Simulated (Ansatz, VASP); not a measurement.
# One calculation of Be, two programs

The input INCAR:

```
SYSTEM = Be
PREC     = Accurate       ! precision mode
ENCUT    = 600            ! plane-wave cutoff, eV
EDIFF    = 1E-6           ! SCF threshold, eV
ISMEAR   = 0              ! smearing method
SIGMA    = 0.1            ! smearing width, eV
LREAL    = .FALSE.        ! projectors in reciprocal space
LASPH    = .TRUE.         ! aspherical terms in the spheres
NELM     = 80             ! most SCF steps
ALGO     = Fast           ! electronic algorithm
ISIF     = 3              ! what is computed and relaxed
LWAVE    = .FALSE.        ! write WAVECAR
LCHARG   = .FALSE.        ! write CHGCAR
GGA      = PS             ! functional
IBRION   = 2              ! ionic algorithm
NSW      = 100            ! ionic steps
EDIFFG   = -0.01          ! ionic threshold
```

Contents of KPOINTS:

```
Automatic mesh
0
G
  12 12 20
  0 0 0
```

POSCAR

```
Be
1.0
    3.7468140000      0.0000000000      0.0000000000
    0.0000000000      3.7468140000      0.0000000000
    0.0000000000      0.0000000000      2.2812800000
Be
4
Direct
    0.2974080000      0.2974080000      0.0000000000
    0.7025920000      0.7025920000      0.0000000000
    0.2025920000      0.7974080000      0.5000000000
    0.7974080000      0.2025920000      0.5000000000
```

Input for Ansatz:

```yaml
crystal:
  lattice:
    - [3.746814, 0.0, 0.0]
    - [0.0, 3.746814, 0.0]
    - [0.0, 0.0, 2.28128]
  atoms:
    - { symbol: Be, position: [0.297408, 0.297408, 0.0] }
    - { symbol: Be, position: [0.702592, 0.702592, 0.0] }
    - { symbol: Be, position: [0.202592, 0.797408, 0.5] }
    - { symbol: Be, position: [0.797408, 0.202592, 0.5] }
basis:
  ecutwfc: 420
kpoints:
  mp_grid: { grid: [12, 12, 20] }
hamiltonian:
  xc: pbesol
scf:
  occupations: { method: gaussian, width: 0.1 }
output:
  forces: true
  stress: true
  eigenvalues: true
relax:
  adjacent_minimum: "off"
  f_tol: 0.01
  max_steps: 80
  cell: { stress_tol: 0.05 }
```

Alike in both runs: task relaxation of cell and atoms; functional PBEsol; k mesh 12 × 12 × 20; occupations gaussian, width 0.1 eV; no spin polarisation.

|  | VASP | Ansatz |
| --- | --- | --- |
| version | VASP 6.6.1 | Ansatz 0.2.0 |
| potentials or method | VASP PAW PBE potentials, release 64 (Be), cutoff 600 eV | scalar-relativistic, plane waves, PAW |
| valence electrons in the cell | 8 | 8 |

VASP gave:

| Item | Value |
| --- | --- |
| gap on the k mesh at the Fermi level, each at its own relaxed structure (eV) | none |
| relaxed volume (Å³/atom) | 7.96 |
| relaxed cell length with the largest relative difference (Å) | 2.275 |

Which values does Ansatz return?

gap on the k mesh at the Fermi level, each at its own relaxed structure (eV): none; relaxed volume (Å³/atom): 7.93; relaxed cell length with the largest relative difference (Å): 2.272.

VASP's potentials were made for PBE, not for PBEsol. A gap of «none» marks a metal or a gap that the smearing closes.
